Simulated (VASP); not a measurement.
# HfB in VASP: notebook, part 2 of 2

VASP 6.6.1. Earlier steps stand in the parts before.

## (4) Single point, PBE

This run uses another cell than the first one: it holds 2 atoms, not 4.

Input file INCAR:

```
SYSTEM = HfB
PREC = Accurate ; ENCUT = 520
EDIFF = 1E-6 ; ISMEAR = 0
SIGMA = 0.1 ; LREAL = .False.
LASPH = .True. ; NELM = 60
ALGO = Normal ; ISIF = 2
LWAVE = .False. ; LCHARG = .False.
GGA = PE ; NBANDS = 14
```

Input file KPOINTS:

```
regular mesh
0
Gamma
  16 16 16
  0 0 0
```

Input file POSCAR:

```
HfB
1.0
    0.0000000000      2.3094546730      2.3094546730
    2.3094546730      0.0000000000      2.3094546730
    2.3094546730      2.3094546730      0.0000000000
Hf B
1 1
Direct
    0.5000000000      0.5000000000      0.5000000000
    0.0000000000      0.0000000000      0.0000000000
```

Potentials or basis: VASP PAW PBE potentials, release 64 (Hf_pv, B).

Command:

```sh
> cat potpaw_PBE.64/Hf_pv/POTCAR potpaw_PBE.64/B/POTCAR > POTCAR
> mpirun -np 1 vasp_std > vasp.out
```

OUTCAR:

```text
SYSTEM = HfB
   PREC = Accurate
   ENCUT = 520
   EDIFF = 1E-6
   ISMEAR = 0
   LREAL = .False.
   LASPH = .True.
   NELM = 60
   ISIF = 2
   GGA = PE

 ion  position               nearest neighbor table
   1  0.500  0.500  0.500-   2 2.31   2 2.31   2 2.31   2 2.31   2 2.31   2 2.31
   2  0.000  0.000  0.000-   1 2.31   1 2.31   1 2.31   1 2.31   1 2.31   1 2.31

  LATTYP: Found a face centered cubic cell.
 ALAT       =     4.6189093460

  Lattice vectors:

 A1 = (   0.0000000000,   2.3094546730,   2.3094546730)
 A2 = (   2.3094546730,   0.0000000000,   2.3094546730)
 A3 = (   2.3094546730,   2.3094546730,   0.0000000000)

Analysis of symmetry for initial positions (statically):
=====================================================================
 Subroutine PRICEL returns:
 Original cell was already a primitive cell.

 Routine SETGRP: Setting up the symmetry group for a
 face centered cubic supercell.

 Subroutine GETGRP returns: Found 48 space group operations
 (whereof 48 operations were pure point group operations)
 out of a pool of 48 trial point group operations.

The static configuration has the point symmetry O_h .

Analysis of symmetry for dynamics (positions and initial velocities):
=====================================================================
 Subroutine PRICEL returns:
 Original cell was already a primitive cell.

 Routine SETGRP: Setting up the symmetry group for a
 face centered cubic supercell.

 Subroutine GETGRP returns: Found 48 space group operations
 (whereof 48 operations were pure point group operations)
 out of a pool of 48 trial point group operations.

The dynamic configuration has the point symmetry O_h .

 Subroutine INISYM returns: Found 48 space group operations
 (whereof 48 operations are pure point group operations),
 and found     1 'primitive' translations

----------------------------------------------------------------------------------------

[... 116 lines left out ...]
   LORBIT       =      0    0 simple, 1 ext, 2 COOP (PROOUT), +10 PAW based schemes
   GGA     = PE    functional components
   LHFCALC =     F    Hartree Fock is set to
   AEXX    =    0.0000 exact exchange contribution
   IVDW    =     0    specifies the selected vdW correction
   LEPSILON=     F    determine dielectric tensor
   LRPA    =     F    only Hartree local field effects (RPA)
 non-spin polarized calculation
 Gauss-broadening in eV      SIGMA  =   0.10
  energy-cutoff  :      520.00
  volume of cell :       24.64
 maximum number of plane-waves:       684
   NGX = 13   NGY = 13   NGZ = 13

 number of electron      13.0000002 magnetization

 Free energy of the ion-electron system (eV)
  ---------------------------------------------------
  ext. energy  EPLUGINS =         0.00000000
  ---------------------------------------------------
  free energy    TOTEN  =       -17.15208757 eV

  energy without entropy =      -17.14787992  energy(sigma->0) =      -17.14998374

 E-fermi :   5.1381     XC(G=0): -12.3066

 val. band max:        5.1221872392   @ k =  -0.4375   0.3750   0.1250
 cond. band min:       5.1397328955   @ k =   0.5000   0.2500   0.0000
 fundamental gap:      0.0175456563
 Fermi energy:         5.1380983399

 k-point     1 :       0.0000    0.0000    0.0000
  band No.  band energies     occupation
      1     -23.1638      2.00000
      2     -23.1638      2.00000
      3     -23.1638      2.00000
      4      -4.4452      2.00000
      5       7.3325      0.00000
      6       7.3325      0.00000
      7       7.3325      0.00000
      8       9.0902      0.00000
      9       9.0902      0.00000
     10       9.0902      0.00000
     11       9.3604      0.00000
     12       9.3604      0.00000
     13      16.8100      0.00000
     14      18.1535      0.00000
[... 377 lines left out ...]
      1     -23.2348      2.00000
      2     -23.1841      2.00000
      3     -23.1661      2.00000
      4      -4.1447      2.00000
      5       6.5701      0.00000
      6       6.6651      0.00000
      7       7.1060      0.00000
      8       7.5009      0.00000
      9       8.6455      0.00000
     10       9.7020      0.00000
     11      10.7190      0.00000
     12      11.8142      0.00000
     13      17.5728      0.00000
     14      18.4903      0.00000

 [... further k-points ...]
[... 5 lines left out ...]
  --------------------------------------------------------------------------------------
  -------------------------------------------------------------------------------------
  Total        4.7494095      4.7494095      4.7494095      0.0000000      0.0000000      0.0000000
  in kB      308.8814868    308.8814868    308.8814868      0.0000000      0.0000000      0.0000000
  external PRESSURE =     308.8814868 kB  Pullay stress =       0.0000000 kB

 VOLUME and BASIS-vectors are now :
 -----------------------------------------------------------------------------
  energy-cutoff  :      520.00
  volume of cell :       24.64
      direct lattice vectors                 reciprocal lattice vectors
     0.000000000  2.309454673  2.309454673    -0.216501326  0.216501326  0.216501326
     2.309454673  0.000000000  2.309454673     0.216501326 -0.216501326  0.216501326
     2.309454673  2.309454673  0.000000000     0.216501326  0.216501326 -0.216501326

 POSITION                                       TOTAL-FORCE (eV/Angst)
 -----------------------------------------------------------------------------------
      2.30945      2.30945      2.30945         0.000000     -0.000000     -0.000000
      0.00000      0.00000      0.00000        -0.000000      0.000000      0.000000
 -----------------------------------------------------------------------------------
    total drift:                               -0.000000     -0.000000      0.000000

  FREE ENERGIE OF THE ION-ELECTRON SYSTEM (eV)
  ---------------------------------------------------
  free  energy   TOTEN  =       -17.1520875653 eV

  energy  without entropy=      -17.1478799183  energy(sigma->0) =      -17.14998374
```

It took 24 s on 1 thread of Intel Xeon Platinum 8375C at 2.90GHz (Ice Lake), shared host; peak memory 0.18 GiB.

What came out:

- Free energy: -17.1521 eV
- Pressure: 30.9 GPa

Caveat: spin-orbit coupling is left out, which moves the levels of the heavy elements.

## (5) Summary

```tsv
cell	k mesh	gap on the mesh (eV)	pressure (GPa)
a = 3.469, b = 3.469, c = 4.815 Å, 4 atoms	12 × 12 × 10	none	-4.0
a = 3.167 Å, angles 60.0°, 2 atoms	16 × 16 × 16	none	61.8
a = 3.266 Å, angles 60.0°, 2 atoms	16 × 16 × 16	none	30.9
```

Alike in all rows: task single point; level PBE; potentials or basis VASP PAW PBE potentials, release 64 (Hf_pv, B); no spin polarisation; cutoff (eV) 520; smearing gaussian 0.1 eV.

Caveats: spin-orbit coupling is left out, which moves the levels of the heavy elements.

Absolute energies hang on the potentials; compare differences alone.
